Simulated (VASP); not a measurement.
Here is a VASP 6.6.1 calculation.

Contents of POSCAR:

```
BeSe
1.0
    0.0000000000      2.5810434969      2.5810434969
    2.5810434969      0.0000000000      2.5810434969
    2.5810434969      2.5810434969      0.0000000000
Be Se
1 1
Direct
    0.0000000000      0.0000000000      0.0000000000
    0.2500000000      0.2500000000      0.2500000000
```

The input INCAR.step1:

```
SYSTEM = BeSe
PREC = Accurate
ENCUT = 660
ISMEAR = 0
SIGMA = 0.02
LREAL = .False.
LASPH = .True.
NELM = 120
NBANDS = 11
GGA = PE
ALGO = Normal
EDIFF = 1E-5
LWAVE = .True.
LCHARG = .False.
GGA_COMPAT = .False.
```

Contents of INCAR.step2:

```
SYSTEM = BeSe
PREC = Accurate
ENCUT = 660
EDIFF = 1E-6
ISMEAR = 0
SIGMA = 0.02
LREAL = .False.
LASPH = .True.
NELM = 120
ALGO = Normal
ISIF = 2
LWAVE = .False.
LCHARG = .False.
METAGGA = R2SCAN
LMIXTAU = .True.
NBANDS = 11
ISTART = 1
GGA_COMPAT = .False.
```

KPOINTS

```
Automatic mesh
0
Gamma
  8 8 8
  0 0 0
```

Potentials or basis: VASP PAW PBE potentials, release 64 (Be, Se).

Command:

```sh
$ cat potpaw_PBE.64/Be/POTCAR potpaw_PBE.64/Se/POTCAR > POTCAR
$ cp INCAR.step1 INCAR
$ mpirun -np 1 vasp_std > vasp.out
$ cp INCAR.step2 INCAR
$ mpirun -np 1 vasp_std > vasp.out
```

Problem. What does it give for the pressure?

Solution. 0.3 GPa.

Problem. What does it give for the band gap on the k mesh?

Solution. 3.12 eV, indirect (least direct gap 5.04 eV).

Caveat: the PAW data sets were made with another functional, which shifts forces and pressure a little. r2SCAN opens gaps a little over a GGA but as a rule still falls short of measured ones.
